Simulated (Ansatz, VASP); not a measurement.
# Two plane-wave programs on NbAg4

The input INCAR:

```
SYSTEM = NbAg4
PREC     = Accurate       ! precision mode
ENCUT    = 520            ! plane-wave cutoff, eV
EDIFF    = 1E-6           ! SCF threshold, eV
ISMEAR   = 0              ! smearing method
SIGMA    = 0.1            ! smearing width, eV
LREAL    = .FALSE.        ! projectors in reciprocal space
LASPH    = .TRUE.         ! aspherical terms in the spheres
NELM     = 100            ! most SCF steps
ALGO     = Normal         ! electronic algorithm
ISIF     = 2              ! what is computed and relaxed
LWAVE    = .FALSE.        ! write WAVECAR
LCHARG   = .FALSE.        ! write CHGCAR
GGA      = PE             ! functional
NBANDS   = 36             ! bands
```

Contents of KPOINTS:

```
regular mesh
0
G
  6 6 2
  0 0 0
```

Contents of POSCAR:

```
NbAg4
1.0
    3.1563931100      0.0000000000      0.0000000000
   -1.5781965600      2.7335166200      0.0000000000
    0.0000000000      0.0000000000     10.1493232800
Nb Ag
1 4
Direct
    0.0000000000      0.0000000000      0.0000000000
    0.3333333300      0.6666666700      0.8658552800
    0.3333333300      0.6666666700      0.3767953500
    0.6666666700      0.3333333300      0.1341447200
    0.6666666700      0.3333333300      0.6232046500
```

Input for Ansatz:

```yaml
crystal:
  lattice:
    - [3.15639311, 0.0, 0.0]
    - [-1.57819656, 2.73351662, 0.0]
    - [0.0, 0.0, 10.14932328]
  atoms:
    - { symbol: Nb, position: [0.0, 0.0, 0.0] }
    - { symbol: Ag, position: [0.33333333, 0.66666667, 0.86585528] }
    - { symbol: Ag, position: [0.33333333, 0.66666667, 0.37679535] }
    - { symbol: Ag, position: [0.66666667, 0.33333333, 0.13414472] }
    - { symbol: Ag, position: [0.66666667, 0.33333333, 0.62320465] }
basis:
  ecutwfc: 420
kpoints:
  mp_grid: { grid: [6, 6, 2] }
hamiltonian:
  xc: pbe
scf:
  occupations: { method: gaussian, width: 0.1 }
  lower_state_search: "off"
output:
  forces: true
  stress: true
  eigenvalues: true
```

Change from the starting cell: species swapped into the Co4H type (P-3m1, No. 164).

Alike in both runs: task single point; functional PBE; k mesh 6 × 6 × 2; occupations gaussian, width 0.1 eV; no spin polarisation.

|  | VASP | Ansatz |
| --- | --- | --- |
| version | VASP 6.6.1 | Ansatz 0.2.0 |
| potentials or method | VASP PAW PBE potentials, release 64 (Nb_sv, Ag), cutoff 520 eV | scalar-relativistic, plane waves, PAW |
| valence electrons in the cell | 57 | 89 |

VASP gave:

* gap on the k mesh at the Fermi level (eV): none
* rms of the force components (eV/Å): 4.232

Question: Which values does Ansatz return?

Answer: gap on the k mesh at the Fermi level (eV): none; rms of the force components (eV/Å): 4.218.

Atom by atom the forces differ by 0.013 eV/Å (rms over components). A gap of «none» marks a metal or a gap that the smearing closes. VASP's potentials hold 57 valence electrons a cell and Ansatz's 89, so a difference there can come from the potentials and not from the codes.

The k mesh is coarse, so the values compare programs but aren't converged.
